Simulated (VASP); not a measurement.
# ClH in VASP: single point with PBE

Aim: the single point of ClH with PBE.

All numbers are computed with VASP 6.6.1; they aren't measurements. Logs are shortened: lines on timing, memory, paths and dates and some standing lists are left out, and cuts for length are marked.

**1. The cell of the first run**

The cell holds a molecule in a box, 2 atoms: a = 5.865 Å, b = 5.865 Å, c = 22.789 Å, α = 90.00°, β = 90.00°, γ = 120.00°.

**2. Single point, PBE**

Contents of INCAR:

```
SYSTEM = HCl
  ALGO = Normal
  DIPOL = 0.5 0.5 0.689
  EDIFF = 1E-6
  ENCUT = 520
  GGA = PE
  IDIPOL = 3
  ISIF = 2
  ISMEAR = 0
  LASPH = .TRUE.
  LCHARG = .TRUE.
  LDIPOL = .TRUE.
  LELF = .TRUE.
  LREAL = .FALSE.
  LVACPOTAV = .TRUE.
  LVHAR = .TRUE.
  LWAVE = .FALSE.
  NBANDS = 11
  NELM = 100
  PREC = Accurate
  SIGMA = 0.1
```

Contents of KPOINTS:

```
k-points
0
G
  4 4 1
  0 0 0
```

Contents of POSCAR:

```
HCl
1.0
    5.8650143192      0.0000000000      0.0000000000
   -2.9325071596      5.0792513940      0.0000000000
    0.0000000000      0.0000000000     22.7887641388
Cl H
1 1
Direct
    0.1068031931      0.2380861204      0.7120815154
    0.1908119586      0.3913594740      0.6664651832
```

Potentials or basis: VASP PAW PBE potentials, release 64 (Cl, H).

On the command line:

```bash
> cat potpaw_PBE.64/Cl/POTCAR potpaw_PBE.64/H/POTCAR > POTCAR
> mpirun -np 1 vasp_std > vasp.out
```

OUTCAR:

```text
SYSTEM = HCl
   EDIFF = 1E-6
   ENCUT = 520
   GGA = PE
   ISIF = 2
   ISMEAR = 0
   LASPH = .TRUE.
   LREAL = .FALSE.
   NELM = 100
   PREC = Accurate

 ion  position               nearest neighbor table
   1  0.107  0.238  0.712-   2 1.30
   2  0.191  0.391  0.666-   1 1.30

  LATTYP: Found a hexagonal cell.
 ALAT       =     5.8650143192
 C/A-ratio  =     3.8855427964

  Lattice vectors:

 A1 = (   5.8650143192,   0.0000000000,   0.0000000000)
 A2 = (  -2.9325071596,   5.0792513940,   0.0000000000)
 A3 = (   0.0000000000,   0.0000000000,  22.7887641388)

Analysis of symmetry for initial positions (statically):
=====================================================================
 Subroutine PRICEL returns:
 Original cell was already a primitive cell.

 Routine SETGRP: Setting up the symmetry group for a
 hexagonal supercell.

 Subroutine GETGRP returns: Found  1 space group operations
 (whereof  1 operations were pure point group operations)
 out of a pool of 24 trial point group operations.

The static configuration has the point symmetry C_1 .

Analysis of symmetry for dynamics (positions and initial velocities):
=====================================================================
 Subroutine PRICEL returns:
 Original cell was already a primitive cell.

 Routine SETGRP: Setting up the symmetry group for a
 hexagonal supercell.

 Subroutine GETGRP returns: Found  1 space group operations
 (whereof  1 operations were pure point group operations)
 out of a pool of 24 trial point group operations.

The dynamic configuration has the point symmetry C_1 .

 Subroutine INISYM returns: Found  1 space group operations
 (whereof  1 operations are pure point group operations),
 and found     1 'primitive' translations

----------------------------------------------------------------------------------------

                                     Primitive cell

  volume of cell :     678.8746

  direct lattice vectors                    reciprocal lattice vectors
     5.865014319  0.000000000  0.000000000     0.170502568  0.098439703  0.000000000
    -2.932507160  5.079251394  0.000000000     0.000000000  0.196879407  0.000000000
     0.000000000  0.000000000 22.788764139     0.000000000  0.000000000  0.043881274

  length of vectors
     5.865014319  5.865014319 22.788764139     0.196879407  0.196879407  0.043881274

  position of ions in fractional coordinates (direct lattice)
     0.106803193  0.238086120  0.712081515
     0.190811959  0.391359474  0.666465183

  ion indices of the primitive-cell ions
   primitive index   ion index
                 1           1
                 2           2

----------------------------------------------------------------------------------------

 KPOINTS: k-points

Automatic generation of k-mesh.
 Grid dimensions read from file:
 generate k-points for:    4    4    1

 Generating k-lattice:

  Cartesian coordinates                     Fractional coordinates (reciprocal lattice)
     0.042625642  0.024609926  0.000000000     0.250000000  0.000000000  0.000000000
     0.000000000  0.049219852  0.000000000     0.000000000  0.250000000  0.000000000
     0.000000000  0.000000000  0.043881274     0.000000000  0.000000000  1.000000000

  Length of vectors
     0.049219852  0.049219852  0.043881274

  Shift w.r.t. Gamma in fractional coordinates (k-lattice)
     0.000000000  0.000000000  0.000000000

 Subroutine IBZKPT returns following result:
 ===========================================

 Found     10 irreducible k-points:

 Following reciprocal coordinates:
            Coordinates               Weight
  0.000000  0.000000  0.000000      1.000000
  0.250000  0.000000  0.000000      2.000000
  0.000000  0.250000  0.000000      2.000000
 -0.250000  0.250000  0.000000      2.000000
  0.500000  0.000000  0.000000      1.000000
  0.000000  0.500000  0.000000      1.000000
  0.500000  0.500000  0.000000      1.000000
  0.250000  0.250000  0.000000      2.000000
 -0.250000  0.500000  0.000000      2.000000
  0.500000  0.250000  0.000000      2.000000
   k-points           NKPTS =     10   k-points in BZ     NKDIM =     10   number of bands    NBANDS=     11
   number of dos      NEDOS =    301   number of ions     NIONS =      2
   total plane-waves  NPLWV = 414720
   dimension x,y,z NGX =    48 NGY =   48 NGZ =  180
   dimension x,y,z NGXF=    96 NGYF=   96 NGZF=  360
   ions per type =               1   1
   NGX,Y,Z   is equivalent  to a cutoff of  13.61, 13.61, 13.13 a.u.
   NGXF,Y,Z  is equivalent  to a cutoff of  27.21, 27.21, 26.26 a.u.
 SYSTEM =  HCl
   PREC   = accura    normal or accurate (medium, high low for compatibility)
   ISTART =      0    job   : 0-new  1-cont  2-samecut
   ICHARG =      2    charge: 1-file 2-atom 10-const
   ISPIN  =      1    spin polarized calculation?
   LNONCOLLINEAR =      F non collinear calculations
   LSORBIT =      F    spin-orbit coupling
   LASPH  =      T    aspherical Exc in radial PAW
   ENCUT  =  520.0 eV  38.22 Ry    6.18 a.u.  10.91 10.91 42.37*2*pi/ulx,y,z
   NELM   =    100;   NELMIN=  2; NELMDL= -5     # of ELM steps
   EDIFF  = 0.1E-05   stopping-criterion for ELM
   LREAL  =      F    real-space projection
   EDIFFG = 0.1E-04   stopping-criterion for IOM
   NSW    =      0    number of steps for IOM
   IBRION =     -1    ionic relax: 0-MD 1-quasi-New 2-CG
   NFREE  =      0    steps in history (QN), initial steepest desc. (CG)
   ISIF   =      2    stress and relaxation
   ISYM   =      2    0-nonsym 1-usesym 2-fastsym
   POTIM  = 0.5000    time-step for ionic-motion
   TEBEG  =    0.0;   TEEND  =   0.0 temperature during run
   PSTRESS=    0.0 pullay stress
   NELECT =       8.0000    total number of electrons
   NUPDOWN=      -1.0000    fix difference up-down
   EMIN   =  10.00;   EMAX   =-10.00  energy-range for DOS
   EFERMI =   0.00;   METHOD = LEGACY
   ISMEAR =     0;   SIGMA  =   0.10  broadening in eV -4-tet -1-fermi 0-gaus
   EFERMI_NEDOS =   21; number of points for ismear=-14 and -15
   IALGO  =     38    algorithm
   IMIX   =      4    mixing-type and parameters
     AMIX     =   0.40;   BMIX     =  1.00
     AMIX_MAG =   1.60;   BMIX_MAG =  1.00
  volume/ion in A,a.u.               =     339.44      2290.64
  Fermi-wavevector in a.u.,A,eV,Ry     =   0.372542  0.704002  1.888317  0.138787
  Thomas-Fermi vector in A             =   1.301492
   LORBIT       =      0    0 simple, 1 ext, 2 COOP (PROOUT), +10 PAW based schemes
   GGA     = PE    functional components
   LHFCALC =     F    Hartree Fock is set to
   AEXX    =    0.0000 exact exchange contribution
   IVDW    =     0    specifies the selected vdW correction
   LEPSILON=     F    determine dielectric tensor
   LRPA    =     F    only Hartree local field effects (RPA)
 non-spin polarized calculation
 Gauss-broadening in eV      SIGMA  =   0.10
  energy-cutoff  :      520.00
  volume of cell :      678.87
 maximum number of plane-waves:     18308
 NGX is ok and might be reduce to    48
   NGX = 21   NGY = 21   NGZ = 85

 number of electron       8.0000000 magnetization

 dipolmoment           0.000000      0.000000      0.154287 electrons x Angstroem

 Free energy of the ion-electron system (eV)
  ---------------------------------------------------
  ext. energy  EPLUGINS =         0.00000000
  ---------------------------------------------------
  free energy    TOTEN  =        -6.09857631 eV

  energy without entropy =       -6.09857631  energy(sigma->0) =       -6.09857631

 E-fermi :  -7.0738     XC(G=0):  -0.8613

 val. band max:       -7.5872222839   @ k =   0.0000   0.0000   0.0000
 cond. band min:      -1.3955018918   @ k =   0.0000   0.0000   0.0000
 fundamental gap:      6.1917203920
 Fermi energy:        -7.0738423127

 k-point     1 :       0.0000    0.0000    0.0000
  band No.  band energies     occupation
      1     -20.7441      2.00000
      2     -11.3038      2.00000
      3      -7.6064      2.00000
      4      -7.5872      2.00000
      5      -1.3955      0.00000
      6      -0.0481      0.00000
      7       0.3442      0.00000
      8       0.6534      0.00000
      9       1.0553      0.00000
     10       1.1343      0.00000
     11       2.2591      0.00000

 k-point     2 :       0.2500    0.0000    0.0000
  band No.  band energies     occupation
      1     -20.7434      2.00000
      2     -11.3050      2.00000
      3      -7.6225      2.00000
      4      -7.6035      2.00000
      5      -1.1132      0.00000
      6       0.2925      0.00000
      7       0.6020      0.00000
      8       0.7901      0.00000
      9       1.4107      0.00000
     10       1.4844      0.00000
     11       2.3289      0.00000

 k-point     3 :       0.0000    0.2500    0.0000
  band No.  band energies     occupation
      1     -20.7434      2.00000
      2     -11.3075      2.00000
      3      -7.6259      2.00000
      4      -7.5950      2.00000
      5      -1.0918      0.00000
      6       0.2792      0.00000
      7       0.4909      0.00000
      8       0.8228      0.00000
      9       1.4374      0.00000
     10       1.5060      0.00000
     11       2.2387      0.00000
[... 71 lines left out ...]
 k-point     9 :      -0.2500    0.5000    0.0000
  band No.  band energies     occupation
      1     -20.7427      2.00000
      2     -11.3083      2.00000
      3      -7.6374      2.00000
      4      -7.6162      2.00000
      5      -0.7499      0.00000
      6       0.6751      0.00000
      7       1.0970      0.00000
      8       1.4032      0.00000
      9       1.5984      0.00000
     10       1.9808      0.00000
     11       2.1905      0.00000

 k-point    10 :       0.5000    0.2500    0.0000
  band No.  band energies     occupation
      1     -20.7428      2.00000
      2     -11.3058      2.00000
      3      -7.6377      2.00000
      4      -7.6210      2.00000
      5      -0.7736      0.00000
      6       0.7771      0.00000
      7       1.1255      0.00000
      8       1.3815      0.00000
      9       1.6200      0.00000
     10       1.8904      0.00000
     11       2.1340      0.00000

------------------------ aborting loop because EDIFF is reached ----------------------------------------

  FORCE on cell =-STRESS in cart. coord.  units (eV):
  Direction    XX          YY          ZZ          XY          YZ          ZX
  --------------------------------------------------------------------------------------
  -------------------------------------------------------------------------------------
  Total       -0.0301711     -0.2323340     -0.4047115     -0.0109367      0.2486588      0.0138520
  in kB       -0.0712054     -0.5483196     -0.9551389     -0.0258111      0.5868471      0.0326913
  external PRESSURE =      -0.5248880 kB  Pullay stress =       0.0000000 kB

 VOLUME and BASIS-vectors are now :
 -----------------------------------------------------------------------------
  energy-cutoff  :      520.00
  volume of cell :      678.87
      direct lattice vectors                 reciprocal lattice vectors
     5.865014319  0.000000000  0.000000000     0.170502568  0.098439703  0.000000000
    -2.932507160  5.079251394  0.000000000     0.000000000  0.196879407  0.000000000
     0.000000000  0.000000000 22.788764139     0.000000000  0.000000000  0.043881274

 POSITION                                       TOTAL-FORCE (eV/Angst)
 -----------------------------------------------------------------------------------
     -0.07179      1.20930     16.22746         0.013343      0.240578     -0.370061
     -0.02855      1.98781     15.18792        -0.013343     -0.240578      0.370061
 -----------------------------------------------------------------------------------
    total drift:                               -0.000177      0.000096     -0.000086

  FREE ENERGIE OF THE ION-ELECTRON SYSTEM (eV)
  ---------------------------------------------------
  free  energy   TOTEN  =        -6.0985763137 eV

  energy  without entropy=       -6.0985763136  energy(sigma->0) =       -6.09857631

 vacuum level on the upper side and lower side of the slab         0.747        -0.190
```

Wall time 1.9 min (1 thread of Intel Xeon 6975P-C (Granite Rapids), shared host); peak memory 0.8 GiB.

What came out:

```
Free energy                     : -6.0986 eV
Largest force                   : 0.442 eV/Å
Gap between the frontier levels : 6.19 eV, direct
```

Forces on the atoms (eV/Å):
```
Cl   0.013  0.241 -0.370
H   -0.013 -0.241  0.370
```
